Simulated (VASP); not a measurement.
Write the native input for VASP 6.6.1 that does the following.

```yaml
Task: single point
Functional: PBE
Potentials_or_basis: VASP PAW PBE potentials, release 64 (Y_sv, K_sv, Mg)
Cutoff: 520 eV
k_mesh: 5 × 5 × 5
Occupations: fermi-dirac, width 0.05 eV
Spin: no spin polarisation
Dipole_correction: no
Further_INCAR_settings: ALGO = Fast; EDIFF = 1e-07; NBANDS = 26
```

The structure of KYMg6 lies in POSCAR:

```
KYMg6
1.0
    5.3987070000      0.0000000000      0.0000000000
    0.0000000000      3.4847975000      5.8794235000
    0.0000000000     -3.4847975000      5.8794235000
Y K Mg
1 1 6
Direct
    0.0000000000      0.8468330000      0.8468330000
    0.5000000000      0.6496090000      0.6496090000
    0.5000000000      0.1664510000      0.1664510000
    0.5000000000      0.6682610000      0.1534430000
    0.5000000000      0.1534430000      0.6682610000
    0.0000000000      0.3440530000      0.3440530000
    0.0000000000      0.8509780000      0.3203700000
    0.0000000000      0.3203700000      0.8509780000
```

The input as run:

INCAR

```
SYSTEM = KYMg6
PREC = Accurate ; ENCUT = 520
EDIFF = 1E-7 ; ISMEAR = -1
SIGMA = 0.05 ; LREAL = .FALSE.
LASPH = .TRUE. ; NELM = 60
ALGO = Fast ; ISIF = 2
LWAVE = .FALSE. ; LCHARG = .FALSE.
GGA = PE ; NBANDS = 26
```

KPOINTS

```
Automatic mesh
0
G
  5 5 5
  0 0 0
```

Potentials or basis: VASP PAW PBE potentials, release 64 (Y_sv, K_sv, Mg).

The run is started by

```console
$ cat potpaw_PBE.64/Y_sv/POTCAR potpaw_PBE.64/K_sv/POTCAR potpaw_PBE.64/Mg/POTCAR > POTCAR
$ mpirun -np 1 vasp_std > vasp.out
```

Results of the run:

```yaml
Pressure: -0.1 GPa
Largest_force: 0.070 eV/Å
Band_gap_on_the_k_mesh: zero (band 16 reaches 2.28 eV, above the bottom of band 17 at 1.78 eV)
```

Run time: 11 min on 1 thread of Intel(R) Xeon(R) Platinum 8488C (Sapphire Rapids), with other jobs on the host, peak memory 0.46 GiB.
